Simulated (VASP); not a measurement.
# BaH2 (P6_3/mmc) in VASP: a series of runs, part 2 of 2

VASP 6.6.1.

## (3) Relaxation of cell and atoms, PBEsol

This run uses another cell than the first one, of 17.40 Å³/atom.

INCAR

```
SYSTEM = BaH2
  PREC = Accurate
  ENCUT = 600
  EDIFF = 1E-6
  ISMEAR = 0
  SIGMA = 0.02
  LREAL = .FALSE.
  LASPH = .TRUE.
  NELM = 60
  ALGO = Normal
  ISIF = 3
  LWAVE = .FALSE.
  LCHARG = .FALSE.
  GGA = PS
  IBRION = 2
  NSW = 100
  EDIFFG = -0.005
```

KPOINTS

```
regular mesh
0
G
  9 9 6
  0 0 0
```

POSCAR

```
BaH2
1.0
    4.4620250523      0.0000000000      0.0000000000
   -2.2310125262      3.8642270477      0.0000000000
    0.0000000000      0.0000000000      6.0552925900
Ba H
2 4
Direct
    0.6666666700      0.3333333300      0.7500000000
    0.3333333300      0.6666666700      0.2500000000
    0.3333333300      0.6666666700      0.7500000000
    0.6666666700      0.3333333300      0.2500000000
    0.0000000000      0.0000000000      0.5000000000
    0.0000000000      0.0000000000      0.0000000000
```

Potentials or basis: VASP PAW PBE potentials, release 64 (Ba_sv, H).

Run with:

```console
$ cat potpaw_PBE.64/Ba_sv/POTCAR potpaw_PBE.64/H/POTCAR > POTCAR
$ mpirun -np 1 vasp_std > vasp.out
```

OUTCAR:

```text
SYSTEM = BaH2
   PREC = Accurate
   ENCUT = 600
   EDIFF = 1E-6
   ISMEAR = 0
   LREAL = .FALSE.
   LASPH = .TRUE.
   NELM = 60
   ISIF = 3
   GGA = PS
   IBRION = 2
   NSW = 100
   EDIFFG = -0.005

 ion  position               nearest neighbor table
   1  0.667  0.333  0.750-   3 2.58   3 2.58   3 2.58   2 3.98   2 3.98   2 3.98   2 3.98   2 3.98
                             2 3.98
   2  0.333  0.667  0.250-   4 2.58   4 2.58   4 2.58   1 3.98   1 3.98   1 3.98   1 3.98   1 3.98
                             1 3.98
   3  0.333  0.667  0.750-   1 2.58   1 2.58   1 2.58
   4  0.667  0.333  0.250-   2 2.58   2 2.58   2 2.58
   5  0.000  0.000  0.500-
   6  0.000  0.000  0.000-

  LATTYP: Found a hexagonal cell.
 ALAT       =     4.4620250523
 C/A-ratio  =     1.3570727459

  Lattice vectors:

 A1 = (   4.4620250523,   0.0000000000,   0.0000000000)
 A2 = (  -2.2310125262,   3.8642270477,   0.0000000000)
 A3 = (   0.0000000000,   0.0000000000,   6.0552925900)

Analysis of symmetry for initial positions (statically):
[... 186 lines left out ...]

------------------------ aborting loop because EDIFF is reached ----------------------------------------

  FORCE on cell =-STRESS in cart. coord.  units (eV):
  Direction    XX          YY          ZZ          XY          YZ          ZX
  --------------------------------------------------------------------------------------
  -------------------------------------------------------------------------------------
  Total       -1.1092441     -1.1092441     -1.1338123      0.0000000      0.0000000      0.0000000
  in kB      -17.0218966    -17.0218966    -17.3989068      0.0000000      0.0000000      0.0000000
  external PRESSURE =     -17.1475666 kB  Pullay stress =       0.0000000 kB
[... 187 lines left out ...]
--------------------------------------- Ionic step        6  -------------------------------------------

 number of electron      23.9999998 magnetization

 Free energy of the ion-electron system (eV)
  ---------------------------------------------------
  ext. energy  EPLUGINS =         0.00000000
  ---------------------------------------------------
  free energy    TOTEN  =       -20.46812727 eV

  energy without entropy =      -20.46812727  energy(sigma->0) =      -20.46812727

 E-fermi :   1.4074     XC(G=0):  -9.0683

 val. band max:        1.2777082421   @ k =   0.0000   0.0000   0.1667
 cond. band min:       2.7870052263   @ k =   0.3333   0.3333   0.5000
 fundamental gap:      1.5092969842
 Fermi energy:         1.4073918715

 k-point     1 :       0.0000    0.0000    0.0000
  band No.  band energies     occupation
      1     -25.7363      2.00000
      2     -25.5015      2.00000
      3     -11.6868      2.00000
      4     -10.7534      2.00000
      5     -10.7534      2.00000
      6     -10.4374      2.00000
[... 433 lines left out ...]
      3     -11.2793      2.00000
      4     -11.2793      2.00000
      5     -11.2411      2.00000
      6     -10.7283      2.00000
[... 8 lines left out ...]
     15       5.4371      0.00000
     16       6.6618      0.00000

 [... further k-points ...]
[... 5 lines left out ...]
  --------------------------------------------------------------------------------------
  -------------------------------------------------------------------------------------
  Total        0.0061615      0.0061615      0.0289400     -0.0000000      0.0000000     -0.0000000
  in kB        0.1001448      0.1001448      0.4703683     -0.0000000      0.0000000     -0.0000000
  external PRESSURE =       0.2235526 kB  Pullay stress =       0.0000000 kB
[... 21 lines left out ...]
  FREE ENERGIE OF THE ION-ELECTRON SYSTEM (eV)
  ---------------------------------------------------
  free  energy   TOTEN  =       -20.4681272675 eV

  energy  without entropy=      -20.4681272675  energy(sigma->0) =      -20.46812727

 reached required accuracy - stopping structural energy minimisation
```

OSZICAR:

```text
N       E                     dE             d eps       ncg     rms          rms(c)
DAV:   1     0.152445700543E+03    0.15245E+03   -0.11105E+04  1536   0.141E+03
DAV:   2    -0.116853272120E+02   -0.16413E+03   -0.15979E+03  2480   0.241E+02
[... 51 lines left out ...]
DAV:   1    -0.204827455150E+02   -0.16733E-01   -0.11135E+00  1576   0.702E+00    0.559E-01
DAV:   2    -0.204729620749E+02    0.97834E-02   -0.17256E-02  2016   0.898E-01    0.317E-01
DAV:   3    -0.204680848150E+02    0.48773E-02   -0.14705E-02  1944   0.850E-01    0.706E-02
DAV:   4    -0.204681145515E+02   -0.29737E-04   -0.41711E-04  2080   0.123E-01    0.515E-02
DAV:   5    -0.204681253091E+02   -0.10758E-04   -0.51639E-05  1896   0.571E-02    0.130E-02
DAV:   6    -0.204681282417E+02   -0.29327E-05   -0.45448E-06  1944   0.171E-02    0.519E-03
DAV:   7    -0.204681272675E+02    0.97422E-06   -0.20808E-06  1240   0.928E-03
   6 F= -.20468127E+02 E0= -.20468127E+02  d E =-.403544E-02
```

CONTCAR:

```text
BaH2
   1.00000000000000
     4.4086745109492833    0.0000000000007081    0.0000000000000000
    -2.2043372555234302    3.8180241235811505   -0.0000000000000000
    -0.0000000000000000    0.0000000000000000    5.8563130907015770
  Ba              H
     2     4
Direct
     0.6666666699999979    0.3333333300000021    0.7500000000000000
     0.3333333300000021    0.6666666699999979    0.2500000000000000
     0.3333333300000021    0.6666666699999979    0.7500000000000000
     0.6666666699999979    0.3333333300000021    0.2500000000000000
     0.0000000000000000    0.0000000000000000    0.5000000000000000
     0.0000000000000000    0.0000000000000000    0.0000000000000000

  0.00000000E+00  0.00000000E+00  0.00000000E+00
  0.00000000E+00  0.00000000E+00  0.00000000E+00
  0.00000000E+00  0.00000000E+00  0.00000000E+00
  0.00000000E+00  0.00000000E+00  0.00000000E+00
  0.00000000E+00  0.00000000E+00  0.00000000E+00
  0.00000000E+00  0.00000000E+00  0.00000000E+00
```

Wall time 5.3 min (1 thread of AMD EPYC 7R13, shared host); peak memory 0.31 GiB.

Results:

```
Free energy                           : -20.4681 eV
Relaxed volume                        : 16.43 Å³/atom
Relaxed cell                          : a = 4.409 Å, b = 4.409 Å, c = 5.856 Å, α = 90.00°, β = 90.00°, γ = 120.00°
Space group after relaxing (to 0.1 Å) : P6_3/mmc (No. 194)
Energy gained by relaxing             : 5.4 meV/atom
Ionic steps                           : 6
Pressure after relaxing               : 0.0 GPa
Band gap on the k mesh                : 1.51 eV (least direct gap 2.46 eV)
```

The path:
```
step  energy change (eV)  largest force (eV/Å)  pressure (GPa)  volume (Å³)
   1              0.0000                0.0000           -1.71       104.41
   2             -0.0224                0.0000           -0.83       101.62
   3             -0.0285                0.0000           -0.07        99.48
   4             -0.0286                0.0000            0.00        99.29
   5             -0.0305                0.0000            0.00        99.10
   6             -0.0326                0.0000            0.02        98.58
```

Final structure:
```yaml
crystal:
  lattice:
    - [4.40867, 0.00000, 0.00000]
    - [-2.20434, 3.81802, 0.00000]
    - [0.00000, 0.00000, 5.85631]
  atoms:
    - { symbol: Ba, position: [0.66667, 0.33333, 0.75000] }
    - { symbol: Ba, position: [0.33333, 0.66667, 0.25000] }
    - { symbol: H, position: [0.33333, 0.66667, 0.75000] }
    - { symbol: H, position: [0.66667, 0.33333, 0.25000] }
    - { symbol: H, position: [0.00000, 0.00000, 0.50000] }
    - { symbol: H, position: [0.00000, 0.00000, 0.00000] }
```

Caveat: the PAW data sets were made with another functional, which shifts forces and pressure a little; spin-orbit coupling is left out, which moves the levels of the heavy elements. A k mesh can miss the band edges.

## (4) Relaxation of shape and atoms at fixed volume, PBEsol (17.69 Å³/atom)

This run uses another cell than the first one, of 17.69 Å³/atom.

INCAR

```
PREC = Accurate
ENCUT = 600
EDIFF = 1E-6
ISMEAR = 0
SIGMA = 0.02
LREAL = F
LASPH = T
NELM = 80
ALGO = Normal
ISIF = 4
LWAVE = F
LCHARG = F
GGA = PS
IBRION = 2
NSW = 50
EDIFFG = -0.01
```

KPOINTS

```
Automatic mesh
0
Gamma
  9 9 6
```

POSCAR

```
BaH2
1.0
    4.4971936087      0.0000000000      0.0000000000
   -2.2485968044      3.8946839109      0.0000000000
    0.0000000000      0.0000000000      6.0597757028
Ba H
2 4
Direct
    0.6666666667      0.3333333333      0.7500000000
    0.3333333333      0.6666666667      0.2500000000
    0.3333333333      0.6666666667      0.7500000000
    0.6666666667      0.3333333333      0.2500000000
    0.0000000000      0.0000000000      0.5000000000
    0.0000000000      0.0000000000      0.0000000000
```

Potentials or basis: VASP PAW PBE potentials, release 64 (Ba_sv, H).

Run with:

```console
$ cat potpaw_PBE.64/Ba_sv/POTCAR potpaw_PBE.64/H/POTCAR > POTCAR
$ mpirun -np 1 vasp_std > vasp.out
```

OUTCAR:

```text
PREC = Accurate
   ENCUT = 600
   EDIFF = 1E-6
   ISMEAR = 0
   LREAL = F
   LASPH = T
   NELM = 80
   ISIF = 4
   GGA = PS
   IBRION = 2
   NSW = 50
   EDIFFG = -0.01

 ion  position               nearest neighbor table
   1  0.667  0.333  0.750-   3 2.60   3 2.60   3 2.60   2 3.99   2 3.99   2 3.99   2 3.99   2 3.99
                             2 3.99
   2  0.333  0.667  0.250-   4 2.60   4 2.60   4 2.60   1 3.99   1 3.99   1 3.99   1 3.99   1 3.99
                             1 3.99
   3  0.333  0.667  0.750-   1 2.60   1 2.60   1 2.60
   4  0.667  0.333  0.250-   2 2.60   2 2.60   2 2.60
   5  0.000  0.000  0.500-
   6  0.000  0.000  0.000-

  LATTYP: Found a hexagonal cell.
 ALAT       =     4.4971936087
 C/A-ratio  =     1.3474571544

  Lattice vectors:

 A1 = (   4.4971936087,   0.0000000000,   0.0000000000)
 A2 = (  -2.2485968044,   3.8946839109,   0.0000000000)
 A3 = (   0.0000000000,   0.0000000000,   6.0597757028)

Analysis of symmetry for initial positions (statically):
=====================================================================
 Subroutine PRICEL returns:
 Original cell was already a primitive cell.

 Routine SETGRP: Setting up the symmetry group for a
 hexagonal supercell.

 Subroutine GETGRP returns: Found 24 space group operations
 (whereof 12 operations were pure point group operations)
 out of a pool of 24 trial point group operations.

The static configuration has the point symmetry D_3d.
 The point group associated with its full space group is D_6h.

Analysis of symmetry for dynamics (positions and initial velocities):
=====================================================================
 Subroutine PRICEL returns:
 Original cell was already a primitive cell.

 Routine SETGRP: Setting up the symmetry group for a
 hexagonal supercell.

[... 136 lines left out ...]
  Thomas-Fermi vector in A             =   2.129519
   LORBIT       =      0    0 simple, 1 ext, 2 COOP (PROOUT), +10 PAW based schemes
   GGA     = PS    functional components
   LHFCALC =     F    Hartree Fock is set to
   AEXX    =    0.0000 exact exchange contribution
   IVDW    =     0    specifies the selected vdW correction
   LEPSILON=     F    determine dielectric tensor
   LRPA    =     F    only Hartree local field effects (RPA)
 conjugate gradient relaxation of ions
 non-spin polarized calculation
 Gauss-broadening in eV      SIGMA  =   0.02
  energy-cutoff  :      600.00
  volume of cell :      106.14
 maximum number of plane-waves:      3573
 NGX is ok and might be reduce to    36
   NGX = 17   NGY = 17   NGZ = 25

--------------------------------------- Ionic step        1  -------------------------------------------

 number of electron      23.9999999 magnetization

 Free energy of the ion-electron system (eV)
  ---------------------------------------------------
  ext. energy  EPLUGINS =         0.00000000
  ---------------------------------------------------
  free energy    TOTEN  =       -20.41323889 eV

  energy without entropy =      -20.41323889  energy(sigma->0) =      -20.41323889

------------------------ aborting loop because EDIFF is reached ----------------------------------------

  FORCE on cell =-STRESS in cart. coord.  units (eV):
  Direction    XX          YY          ZZ          XY          YZ          ZX
  --------------------------------------------------------------------------------------
  -------------------------------------------------------------------------------------
  Total       -1.6323373     -1.6323373     -1.2775428      0.0000000      0.0000000      0.0000000
  in kB      -24.6405356    -24.6405356    -19.2848245      0.0000000      0.0000000      0.0000000
  external PRESSURE =     -22.8552986 kB  Pullay stress =       0.0000000 kB
[... 107 lines left out ...]
--------------------------------------- Ionic step        4  -------------------------------------------

 number of electron      23.9999999 magnetization

 Free energy of the ion-electron system (eV)
  ---------------------------------------------------
  ext. energy  EPLUGINS =         0.00000000
  ---------------------------------------------------
  free energy    TOTEN  =       -20.41466658 eV

  energy without entropy =      -20.41466658  energy(sigma->0) =      -20.41466658

 E-fermi :   1.1301     XC(G=0):  -8.7741

 val. band max:        1.0304923222   @ k =   0.0000   0.0000   0.0000
 cond. band min:       2.4277788098   @ k =   0.3333   0.3333   0.5000
 fundamental gap:      1.3972864877
 Fermi energy:         1.1300685836

 k-point     1 :       0.0000    0.0000    0.0000
  band No.  band energies     occupation
      1     -26.1384      2.00000
      2     -25.9772      2.00000
      3     -11.9572      2.00000
      4     -11.1482      2.00000
      5     -11.1482      2.00000
      6     -10.9177      2.00000
[... 433 lines left out ...]
      3     -11.5991      2.00000
      4     -11.5991      2.00000
      5     -11.5467      2.00000
      6     -11.1859      2.00000
[... 8 lines left out ...]
     15       4.9837      0.00000
     16       6.1930      0.00000

 [... further k-points ...]
[... 5 lines left out ...]
  --------------------------------------------------------------------------------------
  -------------------------------------------------------------------------------------
  Total       -1.3727038     -1.3727038     -1.4584348      0.0000000     -0.0000000      0.0000000
  in kB      -20.7213028    -20.7213028    -22.0154344      0.0000000     -0.0000000      0.0000000
  external PRESSURE =     -21.1526800 kB  Pullay stress =       0.0000000 kB
[... 21 lines left out ...]
  FREE ENERGIE OF THE ION-ELECTRON SYSTEM (eV)
  ---------------------------------------------------
  free  energy   TOTEN  =       -20.4146665800 eV

  energy  without entropy=      -20.4146665800  energy(sigma->0) =      -20.41466658

 reached required accuracy - stopping structural energy minimisation
```

CONTCAR:

```text
BaH2
   1.00000000000000
     4.4730771614564873    0.0000000000042964    0.0000000000000000
    -2.2365385807742548    3.8737984549315043   -0.0000000000000000
     0.0000000000000000    0.0000000000000000    6.1252940075180549
  Ba              H
     2     4
Direct
     0.6666666667000030    0.3333333332999970    0.7500000000000000
     0.3333333332999970    0.6666666667000030    0.2500000000000000
     0.3333333332999970    0.6666666667000030    0.7500000000000000
     0.6666666667000030    0.3333333332999970    0.2500000000000000
     0.0000000000000000    1.0000000000000000    0.5000000000000000
     0.0000000000000000    1.0000000000000000    0.0000000000000000

  0.00000000E+00  0.00000000E+00  0.00000000E+00
  0.00000000E+00  0.00000000E+00  0.00000000E+00
  0.00000000E+00  0.00000000E+00  0.00000000E+00
  0.00000000E+00  0.00000000E+00  0.00000000E+00
  0.00000000E+00  0.00000000E+00  0.00000000E+00
  0.00000000E+00  0.00000000E+00  0.00000000E+00
```

Wall time 3.1 min (1 thread of AMD EPYC 7R13, shared host); peak memory 0.3 GiB.

Results:

```yaml
Free_energy: -20.4147 eV
Energy_gained_by_relaxing: 0.2 meV/atom
Ionic_steps: 4
Pressure_after_relaxing: -2.1 GPa
Band_gap_on_the_k_mesh: 1.40 eV (least direct gap 2.55 eV)
```

Stress tensor (GPa, compression positive):
```
-2.07  0.00  0.00
 0.00 -2.07  0.00
 0.00  0.00 -2.20
```

The path:
```
step  energy change (eV)  largest force (eV/Å)  pressure (GPa)  volume (Å³)
   1              0.0000                0.0000           -2.29       106.14
   2             -0.0006                0.0000           -2.25       106.14
   3             -0.0012                0.0000           -2.21       106.14
   4             -0.0014                0.0000           -2.12       106.14
```

Final structure:
```
CELL_PARAMETERS angstrom
4.47308 0.00000 0.00000
-2.23654 3.87380 0.00000
0.00000 0.00000 6.12529
ATOMIC_POSITIONS crystal
Ba 0.66667 0.33333 0.75000
Ba 0.33333 0.66667 0.25000
H 0.33333 0.66667 0.75000
H 0.66667 0.33333 0.25000
H 0.00000 0.00000 0.50000
H 0.00000 0.00000 0.00000
```

Caveat: the PAW data sets were made with another functional, which shifts forces and pressure a little; spin-orbit coupling is left out, which moves the levels of the heavy elements. A k mesh can miss the band edges.

## (5) The runs side by side

| task | cell | gap on the mesh (eV) | pressure (GPa) |
| --- | --- | --- | --- |
| relaxation of shape and atoms at fixed volume | relaxed from a = 4.456, b = 4.456, c = 5.948 Å, angles 90.0, 90.0, 120.0°, 6 atoms | 1.45 | -1.1 |
| relaxation of cell and atoms | relaxed from a = 4.462, b = 4.462, c = 6.055 Å, angles 90.0, 90.0, 120.0°, 6 atoms | 1.51 | 0.0 |
| relaxation of shape and atoms at fixed volume | relaxed from a = 4.497, b = 4.497, c = 6.060 Å, angles 90.0, 90.0, 120.0°, 6 atoms | 1.40 | -2.1 |

Alike in all rows: level PBEsol; potentials or basis VASP PAW PBE potentials, release 64 (Ba_sv, H); no spin polarisation; k mesh 9 × 9 × 6; cutoff (eV) 600; smearing gaussian 0.02 eV.

Caveats: the PAW data sets were made with another functional, which shifts forces and pressure a little; spin-orbit coupling is left out, which moves the levels of the heavy elements.

Total energies depend on the potentials used, so only differences within one code and one set of settings carry meaning.
